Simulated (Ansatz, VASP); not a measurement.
**VSi15: VASP beside Ansatz**

```xyz
16
Lattice="0.0000 5.4370 5.4370 5.4370 0.0000 5.4370 5.4370 5.4370 0.0000" Properties=species:S:1:pos:R:3 pbc="T T T"
V     5.4370    0.0000    5.4370
Si    8.1555    8.1555   10.8628
Si    8.1555   10.8628    8.1555
Si    5.4482    8.1555    8.1555
Si   10.8628    8.1555    8.1555
Si    8.1555    5.4482    8.1555
Si    8.1555    8.1555    5.4482
Si    5.4370    5.4370    5.4370
Si    1.4162    1.4162    1.4162
Si    4.0208    4.0208    1.4162
Si    4.0208    1.4162    4.0208
Si    6.7928    4.0812    4.0812
Si    1.4162    4.0208    4.0208
Si    4.0812    6.7928    4.0812
Si    4.0812    4.0812    6.7928
Si    6.7928    6.7928    6.7928
```

Alike in both runs: task single point; functional PBEsol; k mesh 3 × 3 × 3; occupations gaussian, width 0.05 eV; no spin polarisation; Hubbard terms V d U = 3.0 eV.

|  | VASP | Ansatz |
| --- | --- | --- |
| version | VASP 6.6.1 | Ansatz 0.2.0 |
| potentials or method | VASP PAW PBE potentials, release 64 (V_sv, Si), cutoff 520 eV | scalar-relativistic, plane waves, PAW |
| valence electrons in the cell | 73 | 73 |

Ansatz gave:

| Item | Value |
| --- | --- |
| gap on the k mesh at the Fermi level (eV) | none |
| pressure (GPa) | 0.8 |
| rms of the force components (eV/Å) | 0.182 |

Estimate VASP's values.

gap on the k mesh at the Fermi level (eV): none; pressure (GPa): 0.8; rms of the force components (eV/Å): 0.203.

VASP's potentials were made for PBE, not for PBEsol. The programs project onto different local orbitals, so the same U acts differently, and such runs can settle in different states. Atom by atom the forces differ by 0.021 eV/Å (rms over components). A gap of «none» marks a metal or a gap that the smearing closes. Ansatz's warnings: filled band counts differ across k points.
